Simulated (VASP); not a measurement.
Input of a VASP 6.6.1 run:

File INCAR:

```
ALGO = Normal
EDIFF = 1E-7
ENCUT = 520
ISIF = 2
ISMEAR = -1
LASPH = T
LCHARG = T
LELF = T
LREAL = F
LVHAR = T
LWAVE = F
NBANDS = 32
NELM = 80
PREC = Accurate
SIGMA = 0.08
```

KPOINTS

```
k-points
0
Gamma
  8 8 8
```

File POSCAR:

```
Bi2Te3
1.0
    2.1643312288      1.2495772175      9.9466700000
   -2.1643312288      1.2495772175      9.9466700000
    0.0000000000     -2.4991544352      9.9466700000
Bi Te
2 3
Direct
    0.8120000000      0.8120000000      0.8120000000
    0.4020000000      0.4020000000      0.4020000000
    0.6110000000      0.6110000000      0.6110000000
    0.2000000000      0.2000000000      0.2000000000
    0.0000000000      0.0000000000      0.0000000000
```

Potentials or basis: VASP PAW LDA potentials, release 64 (Bi_d, Te).

Run with:

```bash
$ cat potpaw_LDA.64/Bi_d/POTCAR potpaw_LDA.64/Te/POTCAR > POTCAR
$ mpirun -np 1 vasp_std > vasp.out
```

(1) Predict the band gap on the k mesh.

(2) Estimate the largest force.

## Answers

(1) zero (band 24 reaches 6.79 eV, above the bottom of band 25 at 6.62 eV).

(2) 1.341 eV/Å.

Caveat: the cell differs from its parent crystal (equal xx and yy strain of -2 %); spin-orbit coupling is left out, which moves the levels of the heavy elements; forces of over 1 eV/Å act on the atoms, so gaps and moduli don't describe the material at rest.
